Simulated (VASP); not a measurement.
# ZnS (Cm) in VASP: further runs

The runs below take ZnS through single point, with PBE.

Program: VASP 6.6.1. These are calculated values, not measurements. Logs are shortened: lines on timing, memory, paths and dates and some standing lists are left out, and cuts for length are marked.

## (1) The cell of the first run

It takes space group Cm (No. 8, monoclinic). The conventional cell has a = 6.661 Å, b = 3.845 Å, c = 12.912 Å, α = 90.00°, β = 102.41°, γ = 90.00°. Within 3.1 Å of Zn (site symmetry m) lie 4 S at 2.36 Å. Within 3.1 Å of Zn (site symmetry m) lie 4 S at 2.36 Å. Within 3.1 Å of Zn (site symmetry m) lie 5 S at 2.36 to 3.10 Å. Within 3.1 Å of Zn (site symmetry m) lie 4 S at 2.36 Å. S (site symmetry m) has 4 Zn at 2.36 Å within 3.1 Å. S (site symmetry m) has 4 Zn at 2.36 Å within 3.1 Å. S (site symmetry m) has 5 Zn at 2.36 to 3.10 Å within 3.1 Å. Within 3.1 Å of S (site symmetry m) lie 4 Zn at 2.36 Å.

## (2) Single point, PBE

File INCAR:

```
PREC     = Accurate       # precision mode
ENCUT    = 520            # plane-wave cutoff, eV
EDIFF    = 1E-6           # SCF threshold, eV
ISMEAR   = 0              # smearing method
SIGMA    = 0.05           # smearing width, eV
LREAL    = False          # projectors in reciprocal space
LASPH    = True           # aspherical terms in the spheres
NELM     = 100            # most SCF steps
ALGO     = Normal         # electronic algorithm
ISIF     = 2              # what is computed and relaxed
LWAVE    = False          # write WAVECAR
LCHARG   = True           # write CHGCAR
GGA      = PE             # functional
LELF     = True           # ELF
LVHAR    = True         
NBANDS   = 46             # bands
```

File KPOINTS:

```
regular mesh
0
Gamma
  8 8 2
```

File POSCAR:

```
ZnS
1.0
   -3.8454929872      0.0000000000      0.0000000000
   -1.9227464936     -3.3302946170      0.0000000000
   -3.3646140892     -1.9425608501     12.6106666151
Zn S
4 4
Direct
   -0.0495213935     -0.0495213935      0.6563598951
    0.2421286065      0.2421286065      0.1563598951
    0.1379869399      0.1379869399      0.9063598951
    0.4296369399      0.4296369399      0.4063598951
   -0.1587619399     -0.1587619399      0.8436401049
    0.1328880601      0.1328880601      0.3436401049
    0.6120463935      0.6120463935      0.0936401049
    0.3203963935      0.3203963935      0.5936401049
```

Potentials or basis: VASP PAW PBE potentials, release 64 (Zn, S).

Command:

```
> cat potpaw_PBE.64/Zn/POTCAR potpaw_PBE.64/S/POTCAR > POTCAR
> mpirun -np 1 vasp_std > vasp.out
```

OUTCAR:

```text
PREC = Accurate
   ENCUT = 520
   EDIFF = 1E-6
   ISMEAR = 0
   LREAL = False
   LASPH = True
   NELM = 100
   ISIF = 2
   GGA = PE

 ion  position               nearest neighbor table
   1  0.950  0.950  0.656-   8 2.36   8 2.36   8 2.36   5 2.36
   2  0.242  0.242  0.156-   7 2.36   7 2.36   7 2.36   6 2.36
   3  0.138  0.138  0.906-   5 2.36   5 2.36   5 2.36
   4  0.430  0.430  0.406-   6 2.36   6 2.36   6 2.36   8 2.36
   5  0.841  0.841  0.844-   3 2.36   3 2.36   3 2.36   1 2.36
   6  0.133  0.133  0.344-   4 2.36   4 2.36   4 2.36   2 2.36
   7  0.612  0.612  0.094-   2 2.36   2 2.36   2 2.36
   8  0.320  0.320  0.594-   1 2.36   1 2.36   1 2.36   4 2.36

  LATTYP: Found a base centered monoclinic cell.
 ALAT       =     6.6605892340
 B/A-ratio  =     0.5773502692
 C/A-ratio  =     1.9386392504
 COS(beta)  =    -0.2149445803

  Lattice vectors:

 A1 = (  -3.8454929872,   0.0000000000,   0.0000000000)
 A2 = (  -1.9227464936,  -3.3302946170,   0.0000000000)
 A3 = (   2.4036253916,   1.3877337669,  12.6106666151)

Analysis of symmetry for initial positions (statically):
=====================================================================
 Subroutine PRICEL returns:
 Original cell was already a primitive cell.

 Routine SETGRP: Setting up the symmetry group for a
 base centered monoclinic supercell.

 Subroutine GETGRP returns: Found  2 space group operations
 (whereof  2 operations were pure point group operations)
 out of a pool of  4 trial point group operations.

The static configuration has the point symmetry C_1h.

Analysis of symmetry for dynamics (positions and initial velocities):
=====================================================================
 Subroutine PRICEL returns:
 Original cell was already a primitive cell.

 Routine SETGRP: Setting up the symmetry group for a
 base centered monoclinic supercell.

 Subroutine GETGRP returns: Found  2 space group operations
 (whereof  2 operations were pure point group operations)
 out of a pool of  4 trial point group operations.

The dynamic configuration has the point symmetry C_1h.

 Subroutine INISYM returns: Found  2 space group operations
 (whereof  2 operations are pure point group operations),
 and found     1 'primitive' translations

----------------------------------------------------------------------------------------

[... 109 lines left out ...]
   NFREE  =      0    steps in history (QN), initial steepest desc. (CG)
   ISIF   =      2    stress and relaxation
   ISYM   =      2    0-nonsym 1-usesym 2-fastsym
   POTIM  = 0.5000    time-step for ionic-motion
   TEBEG  =    0.0;   TEEND  =   0.0 temperature during run
   PSTRESS=    0.0 pullay stress
   NELECT =      72.0000    total number of electrons
   NUPDOWN=      -1.0000    fix difference up-down
   EMIN   =  10.00;   EMAX   =-10.00  energy-range for DOS
   EFERMI =   0.00;   METHOD = LEGACY
   ISMEAR =     0;   SIGMA  =   0.05  broadening in eV -4-tet -1-fermi 0-gaus
   EFERMI_NEDOS =   21; number of points for ismear=-14 and -15
   IALGO  =     38    algorithm
   IMIX   =      4    mixing-type and parameters
     AMIX     =   0.40;   BMIX     =  1.00
     AMIX_MAG =   1.60;   BMIX_MAG =  1.00
  volume/ion in A,a.u.               =      20.19       136.23
  Fermi-wavevector in a.u.,A,eV,Ry     =   1.250628  2.363344 21.280464  1.564070
  Thomas-Fermi vector in A             =   2.384613
   LORBIT       =      0    0 simple, 1 ext, 2 COOP (PROOUT), +10 PAW based schemes
   GGA     = PE    functional components
   LHFCALC =     F    Hartree Fock is set to
   AEXX    =    0.0000 exact exchange contribution
   IVDW    =     0    specifies the selected vdW correction
   LEPSILON=     F    determine dielectric tensor
   LRPA    =     F    only Hartree local field effects (RPA)
 non-spin polarized calculation
 Gauss-broadening in eV      SIGMA  =   0.05
  energy-cutoff  :      520.00
  volume of cell :      161.50
 maximum number of plane-waves:      4373
 NGX is ok and might be reduce to    30

 number of electron      72.0000021 magnetization

 Free energy of the ion-electron system (eV)
  ---------------------------------------------------
  ext. energy  EPLUGINS =         0.00000000
  ---------------------------------------------------
  free energy    TOTEN  =       -26.48962210 eV

  energy without entropy =      -26.48962210  energy(sigma->0) =      -26.48962210

 E-fermi :   2.4202     XC(G=0):  -9.5555

 val. band max:        2.1875932768   @ k =   0.0000   0.0000   0.0000
 cond. band min:       3.4373219673   @ k =   0.0000   0.0000   0.0000
 fundamental gap:      1.2497286905
 Fermi energy:         2.4202362359

 k-point     1 :       0.0000    0.0000    0.0000
  band No.  band energies     occupation
      1     -11.2771      2.00000
      2     -10.7327      2.00000
      3     -10.4205      2.00000
      4      -9.8977      2.00000
      5      -4.8468      2.00000
      6      -4.8423      2.00000
[... 1165 lines left out ...]
     45       9.0634      0.00000
     46       9.2591      0.00000

 [... further k-points ...]

------------------------ aborting loop because EDIFF is reached ----------------------------------------

  FORCE on cell =-STRESS in cart. coord.  units (eV):
  Direction    XX          YY          ZZ          XY          YZ          ZX
  --------------------------------------------------------------------------------------
  -------------------------------------------------------------------------------------
  Total       -0.8738683     -1.4138981      1.8545598      0.4676795      0.5858733      1.0147625
  in kB       -8.6692967    -14.0267147     18.3983423      4.6396601      5.8122136     10.0670511
  external PRESSURE =      -1.4325564 kB  Pullay stress =       0.0000000 kB

 VOLUME and BASIS-vectors are now :
 -----------------------------------------------------------------------------
  energy-cutoff  :      520.00
  volume of cell :      161.50
      direct lattice vectors                 reciprocal lattice vectors
    -3.845492987  0.000000000  0.000000000    -0.260044682  0.150136867 -0.046254494
    -1.922746494 -3.330294617  0.000000000     0.000000000 -0.300273734 -0.046254494
    -3.364614089 -1.942560850 12.610666615     0.000000000  0.000000000  0.079297949

 POSITION                                       TOTAL-FORCE (eV/Angst)
 -----------------------------------------------------------------------------------
     -7.69099     -4.44039      8.27714        -0.036728     -0.021205     -0.199062
     -1.92275     -1.11010      1.97180        -0.136489     -0.078802      0.122116
     -3.84549     -2.22020     11.42980        -0.040551     -0.023412     -0.012547
     -3.84549     -2.22020      5.12447        -0.004310     -0.002488     -0.201019
     -7.69099     -4.44039     10.63886        -0.194748     -0.112438     -0.094265
     -1.92275     -1.11010      4.33353         0.026324      0.015198      0.228872
     -3.84549     -2.22020      1.18086         0.399940      0.230905     -0.006646
     -3.84549     -2.22020      7.48620        -0.013438     -0.007759      0.162550
 -----------------------------------------------------------------------------------
    total drift:                               -0.000136     -0.000079     -0.004411

  FREE ENERGIE OF THE ION-ELECTRON SYSTEM (eV)
  ---------------------------------------------------
  free  energy   TOTEN  =       -26.4896220988 eV

  energy  without entropy=      -26.4896220988  energy(sigma->0) =      -26.48962210
```

stdout:

```text
POSCAR found type information on POSCAR ZnS
 POSCAR found :  2 types and       8 ions
 scaLAPACK will be used
 LDA part: xc-table for (Slater+PW92), standard interpolation
 POSCAR, INCAR and KPOINTS ok, starting setup
 FFT: planning ... GRIDC
 FFT: planning ... GRID_SOFT
 FFT: planning ... GRID
 WAVECAR not read
 entering main loop
```

Run time: 4.3 min. Hardware: 1 thread of Intel Xeon 6975P-C (Granite Rapids), shared host; peak memory 0.41 GiB.

What came out:

| Item | Value |
| --- | --- |
| Free energy | -26.4896 eV |
| Pressure | -0.1 GPa |
| Largest force | 0.462 eV/Å |
| Band gap on the k mesh | 1.25 eV, direct |

Forces on the atoms (eV/Å):
```
Zn  -0.037 -0.021 -0.199
Zn  -0.136 -0.079  0.122
Zn  -0.041 -0.023 -0.013
Zn  -0.004 -0.002 -0.201
S   -0.195 -0.112 -0.094
S    0.026  0.015  0.229
S    0.400  0.231 -0.007
S   -0.013 -0.008  0.163
```

## (3) Single point, PBE

This run uses another cell than the first one, of the same volume but with other edges.

File INCAR:

```
SYSTEM = ZnS
ALGO     = Normal         ! electronic algorithm
EDIFF    = 1E-6           ! SCF threshold, eV
ENCUT    = 520            ! plane-wave cutoff, eV
GGA      = PE             ! functional
ISIF     = 2              ! what is computed and relaxed
ISMEAR   = 0              ! smearing method
LASPH    = .TRUE.         ! aspherical terms in the spheres
LCHARG   = .FALSE.        ! write CHGCAR
LREAL    = .FALSE.        ! projectors in reciprocal space
LWAVE    = .FALSE.        ! write WAVECAR
NBANDS   = 46             ! bands
NELM     = 60             ! most SCF steps
PREC     = Accurate       ! precision mode
SIGMA    = 0.05           ! smearing width, eV
```

File KPOINTS:

```
k-points
0
G
  8 8 2
  0 0 0
```

File POSCAR:

```
ZnS
1.0
   -3.8454929872      0.0000000000      0.0000000000
   -1.9227464936     -3.3302946170      0.0000000000
   -4.3261796106     -2.4977209627     12.6106666151
Zn S
4 4
Direct
   -0.1589365880     -0.1589365880      0.6563598951
    0.2160634120      0.2160634120      0.1563598951
   -0.0131032547     -0.0131032547      0.9063598951
    0.3618967453      0.3618967453      0.4063598951
   -0.2993967453     -0.2993967453      0.8436401049
    0.0756032547      0.0756032547      0.3436401049
    0.5964365880      0.5964365880      0.0936401049
    0.2214365880      0.2214365880      0.5936401049
```

Potentials or basis: VASP PAW PBE potentials, release 64 (Zn, S).

Command:

```
> cat potpaw_PBE.64/Zn/POTCAR potpaw_PBE.64/S/POTCAR > POTCAR
> mpirun -np 1 vasp_std > vasp.out
```

Wall time 4.1 min (1 thread of Intel Xeon 6975P-C (Granite Rapids), shared host); peak memory 0.41 GiB.

Results (log left out):

* Free energy: -26.5505 eV
* Pressure: -0.1 GPa
* Largest force: 0.746 eV/Å
* Band gap on the k mesh: 1.32 eV, direct

Forces on the atoms (eV/Å):
```
Zn   0.045  0.026 -0.184
Zn   0.144  0.083  0.117
Zn   0.239  0.138  0.041
Zn   0.001  0.000 -0.183
S    0.240  0.138 -0.108
S   -0.037 -0.021  0.210
S   -0.645 -0.372 -0.041
S    0.011  0.007  0.148
```

Stress tensor (GPa, compression positive):
```
-1.11 -0.14 -1.69
-0.14 -0.95 -0.97
-1.69 -0.97  1.67
```

Levels at points of the mesh, in eV from the valence-band top:
| k point | band 34 | band 35 | band 36 | band 37 | band 38 | band 39 |
| --- | --- | --- | --- | --- | --- | --- |
| (0.00, 0.00, 0.00) | -0.19 | -0.11 | 0.00 | 1.32 | 2.74 | 3.13 |
| (0.50, 0.00, 0.00) | -1.58 | -1.05 | -0.70 | 1.95 | 3.13 | 3.50 |
| (0.50, 0.50, 0.00) | -1.63 | -1.00 | -0.63 | 1.81 | 3.20 | 3.46 |
| (0.00, 0.00, 0.50) | -0.49 | -0.13 | -0.10 | 1.78 | 2.78 | 2.96 |
| (0.50, 0.00, 0.50) | -1.47 | -1.15 | -0.89 | 2.11 | 3.43 | 3.61 |
| (0.50, 0.50, 0.50) | -1.41 | -1.09 | -0.82 | 2.01 | 3.51 | 3.62 |

A k mesh can miss the band edges.

(Part 1 of 2 ends here.)
